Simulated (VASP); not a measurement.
**Sc2Al: single point with PBEsol**

The system is Sc2Al.

```xyz
6
Lattice="4.8509 0.0000 0.0000 -2.4255 4.2010 0.0000 0.0000 0.0000 6.0854" Properties=species:S:1:pos:R:3 pbc="T T T"
Sc    0.0000    0.0000    0.0000
Sc    0.0000    0.0000    3.0427
Sc    0.0000    2.8007    4.5641
Sc    2.4255    1.4003    1.5214
Al    0.0000    2.8007    1.5214
Al    2.4255    1.4003    4.5641
```

| Quantity | Value |
| --- | --- |
| Program | VASP 6.6.1 |
| Task | single point |
| Functional | PBEsol |
| Potentials or basis | VASP PAW PBE potentials, release 64 (Sc_sv, Al) |
| Cutoff | 520 eV |
| k mesh | 12 × 12 × 6 |
| Occupations | gaussian, width 0.1 eV |
| Spin | no spin polarisation |
| Dipole correction | no |
| Further INCAR settings | ALGO = Fast; EDIFF = 1e-06; NBANDS = 34 |

```
Pressure               : 0.1 GPa
Band gap on the k mesh : zero (bands 25 and 26 overlap by 0.76 eV)
```

Levels at points of the mesh, in eV from the Fermi level:
| k point | band 21 | band 22 | band 23 | band 24 | band 25 | band 26 | band 27 | band 28 | band 29 | band 30 |
| --- | --- | --- | --- | --- | --- | --- | --- | --- | --- | --- |
| (0.00, 0.00, 0.00) | -1.83 | -0.69 | -0.66 | -0.66 | -0.40 | -0.40 | -0.06 | -0.06 | 1.90 | 2.05 |
| (0.50, 0.00, 0.00) | -1.24 | -1.15 | -1.01 | -0.83 | -0.68 | 0.22 | 0.37 | 0.83 | 1.16 | 1.27 |
| (0.00, 0.00, 0.50) | -1.51 | -1.51 | -1.07 | -1.07 | 0.09 | 0.09 | 0.09 | 0.09 | 1.55 | 1.55 |
| (0.50, 0.00, 0.50) | -1.13 | -1.13 | -0.88 | -0.88 | 0.19 | 0.19 | 0.51 | 0.51 | 1.17 | 1.17 |

Run time: 9.9 min on 1 thread of Intel Xeon 8259CL (shared host), peak memory 0.41 GiB.

Caveat: the PAW data sets were made with another functional, which shifts forces and pressure a little.
